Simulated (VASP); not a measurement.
# Ir (I4/mmm) in VASP: a series of runs

Ir is run at these levels: PBE; tasks: electric field gradients.

Everything below comes from runs of VASP 6.6.1. Logs are shortened: lines on timing, memory, paths and dates and some standing lists are left out, and cuts for length are marked.

## Step 1: The cell of the first run

The structure is tetragonal, space group I4/mmm (No. 139). Conventional cell: a = 2.633 Å, b = 2.633 Å, c = 3.839 Å, α = 90.00°, β = 90.00°, γ = 90.00°. Ir (site symmetry 4/mmm) has 12 Ir at 2.63 to 2.67 Å within 3.5 Å.

## Step 2: Electric field gradients, PBE (equal xx and yy strain of -3 %)

INCAR

```
PREC = Accurate ; ENCUT = 520
EDIFF = 1E-8 ; ISMEAR = -1
SIGMA = 0.05 ; LREAL = F
LASPH = T ; NELM = 60
ALGO = Normal ; ISIF = 2
LWAVE = F ; LCHARG = F
GGA = PE ; LEFG = T
NBANDS = 10
```

KPOINTS

```
regular mesh
0
Gamma
  15 15 15
```

POSCAR

```
Ir
1.0
    0.0000000000      1.8621090000      1.9197000000
    1.8621090000      0.0000000000      1.9197000000
    1.8621090000      1.8621090000      0.0000000000
Ir
1
Direct
    0.0000000000      0.0000000000      0.0000000000
```

Potentials or basis: VASP PAW PBE potentials, release 64 (Ir).

On the command line:

```console
$ cat potpaw_PBE.64/Ir/POTCAR > POTCAR
$ mpirun -np 1 vasp_std > vasp.out
```

OUTCAR:

```text
PREC = Accurate
   ENCUT = 520
   EDIFF = 1E-8
   ISMEAR = -1
   LREAL = F
   LASPH = T
   NELM = 60
   ISIF = 2
   GGA = PE

 ion  position               nearest neighbor table
   1  0.000  0.000  0.000-

  LATTYP: Found a body centered tetragonal cell.
 ALAT       =     2.6334198024
 C/A-ratio  =     1.4579521262

  Lattice vectors:

 A1 = (  -1.8621090000,   0.0000000000,   1.9197000000)
 A2 = (   1.8621090000,   0.0000000000,   1.9197000000)
 A3 = (   0.0000000000,   1.8621090000,  -1.9197000000)

Analysis of symmetry for initial positions (statically):
=====================================================================
 Subroutine PRICEL returns:
 Original cell was already a primitive cell.

 Routine SETGRP: Setting up the symmetry group for a
 body centered tetragonal supercell.

 Subroutine GETGRP returns: Found 16 space group operations
 (whereof 16 operations were pure point group operations)
 out of a pool of 16 trial point group operations.

The static configuration has the point symmetry D_4h.

Analysis of symmetry for dynamics (positions and initial velocities):
=====================================================================
 Subroutine PRICEL returns:
 Original cell was already a primitive cell.

 Routine SETGRP: Setting up the symmetry group for a
 body centered tetragonal supercell.

 Subroutine GETGRP returns: Found 16 space group operations
 (whereof 16 operations were pure point group operations)
 out of a pool of 16 trial point group operations.

The dynamic configuration has the point symmetry D_4h.

 Subroutine INISYM returns: Found 16 space group operations
 (whereof 16 operations are pure point group operations),
 and found     1 'primitive' translations

----------------------------------------------------------------------------------------

                                     Primitive cell

  volume of cell :      13.3129

  direct lattice vectors                    reciprocal lattice vectors
     0.000000000  1.862109000  1.919700000    -0.268512745  0.268512745  0.260457363
     1.862109000  0.000000000  1.919700000     0.268512745 -0.268512745  0.260457363
     1.862109000  1.862109000  0.000000000     0.268512745  0.268512745 -0.260457363
[... 114 lines left out ...]
  energy-cutoff  :      520.00
  volume of cell :       13.31
 maximum number of plane-waves:       372
   NGX =  9   NGY =  9   NGZ =  9

 number of electron       9.0000000 magnetization

 Free energy of the ion-electron system (eV)
  ---------------------------------------------------
  ext. energy  EPLUGINS =         0.00000000
  ---------------------------------------------------
  free energy    TOTEN  =        -8.71722730 eV

  energy without entropy =       -8.70997791  energy(sigma->0) =       -8.71360260

 E-fermi :  11.5544     XC(G=0): -14.3527

 val. band max:       11.5481558630   @ k =  -0.4667   0.2000   0.1333
 cond. band min:      11.5679876579   @ k =  -0.4667   0.2667   0.1333
 fundamental gap:      0.0198317949
 Fermi energy:        11.5543764808

 k-point     1 :       0.0000    0.0000    0.0000
  band No.  band energies     occupation
      1      -0.2920      2.00000
      2       6.9474      2.00000
      3       7.3848      2.00000
      4       7.3848      2.00000
      5       9.8886      2.00000
      6      10.4843      2.00000
      7      25.6973      0.00000
      8      30.9440      0.00000
      9      31.9971      0.00000
     10      31.9971      0.00000
[... 287 lines left out ...]
 k-point    24 :       0.2000    0.1333    0.0000
  band No.  band energies     occupation
      1       1.4005      2.00000
      2       5.9175      2.00000
      3       8.0686      2.00000
      4       8.3523      2.00000
      5       8.9205      2.00000
      6      10.9229      1.99999
      7      28.5779      0.00000
      8      28.9403      0.00000
      9      32.3677      0.00000
     10      32.7381      0.00000

 [... further k-points ...]
[... 5 lines left out ...]
  --------------------------------------------------------------------------------------
  -------------------------------------------------------------------------------------
  Total        3.5532725      3.5532725      2.3577940      0.0000000      0.0000000     -0.0000000
  in kB      427.6274092    427.6274092    283.7545766      0.0000000      0.0000000     -0.0000000
  external PRESSURE =     379.6697983 kB  Pullay stress =       0.0000000 kB

 VOLUME and BASIS-vectors are now :
 -----------------------------------------------------------------------------
  energy-cutoff  :      520.00
  volume of cell :       13.31
      direct lattice vectors                 reciprocal lattice vectors
     0.000000000  1.862109000  1.919700000    -0.268512745  0.268512745  0.260457363
     1.862109000  0.000000000  1.919700000     0.268512745 -0.268512745  0.260457363
     1.862109000  1.862109000  0.000000000     0.268512745  0.268512745 -0.260457363

 POSITION                                       TOTAL-FORCE (eV/Angst)
 -----------------------------------------------------------------------------------
      0.00000      0.00000      0.00000        -0.000000      0.000000      0.000000
 -----------------------------------------------------------------------------------
    total drift:                                0.000000      0.000000      0.000000

  FREE ENERGIE OF THE ION-ELECTRON SYSTEM (eV)
  ---------------------------------------------------
  free  energy   TOTEN  =        -8.7172272988 eV

  energy  without entropy=       -8.7099779056  energy(sigma->0) =       -8.71360260

 Electric field gradients (V/A^2)
---------------------------------------------------------------------
 ion       V_xx      V_yy      V_zz      V_xy      V_xz      V_yz
---------------------------------------------------------------------
   1     -11.856   -11.856    23.713    -0.000     0.000     0.000
---------------------------------------------------------------------

 Electric field gradients after diagonalization (V/A^2)
 (convention: |V_zz| > |V_xx| > |V_yy|)
----------------------------------------------------------------------
 ion       V_xx      V_yy      V_zz     asymmetry (V_yy - V_xx)/ V_zz
----------------------------------------------------------------------
   1     -11.857   -11.856    23.713       0.000
----------------------------------------------------------------------

           NMR quadrupolar parameters

 Cq : quadrupolar parameter    Cq=e*Q*V_zz/h
 eta: asymmetry parameters     (V_yy - V_xx)/ V_zz
 Q  : nuclear electric quadrupole moment in mb (millibarn)
----------------------------------------------------------------------
 ion       Cq(MHz)       eta       Q (mb)
----------------------------------------------------------------------
   1       0.057       0.000       1.000
----------------------------------------------------------------------
```

stdout:

```text
POSCAR found type information on POSCAR Ir
 POSCAR found :  1 types and       1 ions
 scaLAPACK will be used
 LDA part: xc-table for (Slater+PW92), standard interpolation
 POSCAR, INCAR and KPOINTS ok, starting setup
 FFT: planning ... GRIDC
 FFT: planning ... GRID_SOFT
 FFT: planning ... GRID
 WAVECAR not read
 entering main loop
ion   1
```

It took 22 s on 1 thread of Intel Xeon 6975P-C, shared host; peak memory 0.16 GiB.

What came out:

```
Free energy : -8.7172 eV
Pressure    : 38.0 GPa
```

Stress tensor (GPa, compression positive):
```
42.76  0.00  0.00
 0.00 42.76  0.00
 0.00  0.00 28.38
```

Levels at points of the mesh, in eV from the Fermi level:
```csv
k point,band 1,band 2,band 3,band 4,band 5,band 6,band 7,band 8
"(0.00, 0.00, 0.00)",-11.85,-4.61,-4.17,-4.17,-1.67,-1.07,14.14,19.39
```

Electric field gradients, principal values (V/Å²):
```tsv
atom	least	middle	greatest (by size)
1 Ir	-11.856	-11.857	23.713
```

Caveat: the cell differs from its parent crystal (equal xx and yy strain of -3 %); without QUAD_EFG the Cq values of the log hold for a quadrupole moment of 1 mb, not for the nuclei; spin-orbit coupling is left out, which moves the levels of the heavy elements.

## Step 3: Electric field gradients, PBE (equal xx and yy strain of -3 %)

INCAR

```
SYSTEM = Ir
PREC = Accurate
ENCUT = 520
EDIFF = 1E-8
ISMEAR = -1
SIGMA = 0.05
LREAL = .False.
LASPH = .True.
NELM = 100
ALGO = Normal
ISIF = 2
LWAVE = .False.
LCHARG = .False.
GGA = PE
LEFG = .True.
NBANDS = 10
```

KPOINTS

```
Automatic mesh
0
Gamma
  15 15 15
  0 0 0
```

POSCAR is that of step 2.

Potentials or basis: VASP PAW PBE potentials, release 64 (Ir).

On the command line:

```console
$ cat potpaw_PBE.64/Ir/POTCAR > POTCAR
$ mpirun -np 1 vasp_std > vasp.out
```

OUTCAR:

```text
SYSTEM = Ir
   PREC = Accurate
   ENCUT = 520
   EDIFF = 1E-8
   ISMEAR = -1
   LREAL = .False.
   LASPH = .True.
   NELM = 100
   ISIF = 2
   GGA = PE

 ion  position               nearest neighbor table
   1  0.000  0.000  0.000-

  LATTYP: Found a body centered tetragonal cell.
 ALAT       =     2.6334198024
 C/A-ratio  =     1.4579521262

  Lattice vectors:

 A1 = (  -1.8621090000,   0.0000000000,   1.9197000000)
 A2 = (   1.8621090000,   0.0000000000,   1.9197000000)
 A3 = (   0.0000000000,   1.8621090000,  -1.9197000000)

Analysis of symmetry for initial positions (statically):
=====================================================================
 Subroutine PRICEL returns:
 Original cell was already a primitive cell.

 Routine SETGRP: Setting up the symmetry group for a
 body centered tetragonal supercell.

 Subroutine GETGRP returns: Found 16 space group operations
 (whereof 16 operations were pure point group operations)
 out of a pool of 16 trial point group operations.
[... 492 lines left out ...]
 -----------------------------------------------------------------------------
  energy-cutoff  :      520.00
  volume of cell :       13.31
      direct lattice vectors                 reciprocal lattice vectors
     0.000000000  1.862109000  1.919700000    -0.268512745  0.268512745  0.260457363
     1.862109000  0.000000000  1.919700000     0.268512745 -0.268512745  0.260457363
     1.862109000  1.862109000  0.000000000     0.268512745  0.268512745 -0.260457363

 POSITION                                       TOTAL-FORCE (eV/Angst)
 -----------------------------------------------------------------------------------
      0.00000      0.00000      0.00000        -0.000000      0.000000      0.000000
 -----------------------------------------------------------------------------------
    total drift:                                0.000000      0.000000      0.000000

  FREE ENERGIE OF THE ION-ELECTRON SYSTEM (eV)
  ---------------------------------------------------
  free  energy   TOTEN  =        -8.7172272988 eV

  energy  without entropy=       -8.7099779056  energy(sigma->0) =       -8.71360260

 Electric field gradients (V/A^2)
---------------------------------------------------------------------
 ion       V_xx      V_yy      V_zz      V_xy      V_xz      V_yz
---------------------------------------------------------------------
   1     -11.856   -11.856    23.713    -0.000     0.000     0.000
---------------------------------------------------------------------

 Electric field gradients after diagonalization (V/A^2)
 (convention: |V_zz| > |V_xx| > |V_yy|)
----------------------------------------------------------------------
 ion       V_xx      V_yy      V_zz     asymmetry (V_yy - V_xx)/ V_zz
----------------------------------------------------------------------
   1     -11.857   -11.856    23.713       0.000
----------------------------------------------------------------------

           NMR quadrupolar parameters

 Cq : quadrupolar parameter    Cq=e*Q*V_zz/h
 eta: asymmetry parameters     (V_yy - V_xx)/ V_zz
 Q  : nuclear electric quadrupole moment in mb (millibarn)
----------------------------------------------------------------------
 ion       Cq(MHz)       eta       Q (mb)
----------------------------------------------------------------------
   1       0.057       0.000       1.000
----------------------------------------------------------------------
```

OSZICAR:

```text
N       E                     dE             d eps       ncg     rms          rms(c)
DAV:   1     0.489634480863E+02    0.48963E+02   -0.44443E+03  5816   0.831E+02
DAV:   2    -0.834969448183E+01   -0.57313E+02   -0.54749E+02  5900   0.201E+02
DAV:   3    -0.923385351012E+01   -0.88416E+00   -0.88212E+00  6732   0.302E+01
DAV:   4    -0.924150837242E+01   -0.76549E-02   -0.76532E-02  6594   0.258E+00
DAV:   5    -0.924164883704E+01   -0.14046E-03   -0.14046E-03  6800   0.330E-01    0.181E+01
DAV:   6    -0.882056397652E+01    0.42108E+00   -0.63086E-01  6496   0.996E+00    0.785E+00
DAV:   7    -0.872370542745E+01    0.96859E-01   -0.25998E-01  7042   0.591E+00    0.143E+00
DAV:   8    -0.871932998827E+01    0.43754E-02   -0.23436E-03  6334   0.573E-01    0.762E-01
DAV:   9    -0.871722073459E+01    0.21093E-02   -0.16237E-03  6500   0.573E-01    0.153E-02
DAV:  10    -0.871722732656E+01   -0.65920E-05   -0.98250E-06  8202   0.284E-02    0.203E-02
DAV:  11    -0.871722732331E+01    0.32496E-08   -0.54511E-07  6500   0.895E-03    0.887E-04
DAV:  12    -0.871722727967E+01    0.43639E-07   -0.10431E-08  5806   0.956E-04    0.593E-04
DAV:  13    -0.871722729598E+01   -0.16303E-07   -0.13706E-09  3278   0.251E-04    0.623E-05
DAV:  14    -0.871722729884E+01   -0.28672E-08   -0.86550E-11  3054   0.128E-04
   1 F= -.87172273E+01 E0= -.87136026E+01  d E =-.724939E-02
```

stdout:

```text
POSCAR found type information on POSCAR Ir
 POSCAR found :  1 types and       1 ions
 scaLAPACK will be used
 LDA part: xc-table for (Slater+PW92), standard interpolation
 POSCAR, INCAR and KPOINTS ok, starting setup
 FFT: planning ... GRIDC
 FFT: planning ... GRID_SOFT
 FFT: planning ... GRID
 WAVECAR not read
 entering main loop
ion   1
```

Wall time 23 s (1 thread of Intel Xeon 6975P-C, shared host); peak memory 0.16 GiB.

Results:

```yaml
Free_energy: -8.7172 eV
Pressure: 38.0 GPa
```

Stress tensor (GPa, compression positive):
```
42.76  0.00  0.00
 0.00 42.76  0.00
 0.00  0.00 28.38
```

Electric field gradients, principal values (V/Å²):
```csv
atom,least,middle,greatest (by size)
1 Ir,-11.856,-11.857,23.713
```

Caveat: the cell differs from its parent crystal (equal xx and yy strain of -3 %); without QUAD_EFG the Cq values of the log hold for a quadrupole moment of 1 mb, not for the nuclei; spin-orbit coupling is left out, which moves the levels of the heavy elements.
